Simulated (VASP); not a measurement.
**AgBr: single point with PBE**

AgBr:

```
CELL_PARAMETERS angstrom
0.00000 2.89217 2.89217
2.89217 0.00000 2.89217
2.89217 2.89217 0.00000
ATOMIC_POSITIONS crystal
Ag 0.00000 0.00000 0.00000
Br 0.50000 0.50000 0.50000
```

```
Program             : VASP 6.6.1
Task                : single point
Functional          : PBE
Potentials or basis : VASP PAW PBE potentials, release 64 (Ag, Br)
Cutoff              : 500 eV
k mesh              : 7 × 7 × 7
Occupations         : fermi-dirac, width 0.02 eV
Spin                : no spin polarisation
```

The pressure is 1.2 GPa. The band gap on the k mesh is 0.75 eV, indirect (least direct gap 2.53 eV).

Levels at points of the mesh, in eV from the valence-band top:
```
           k point  band 6  band 7  band 8  band 9  band 10  band 11  band 12  band 13
(0.00, 0.00, 0.00)   -2.63   -1.78   -1.78   -1.78     0.75     9.99     9.99     9.99
```

Run time: 11 s on 1 thread of AMD EPYC 7R13 Processor (Zen 3), on a shared host, peak memory 0.14 GiB.

A k mesh can miss the band edges. A hybrid or GW would open this gap; PBE tends to underestimate it.
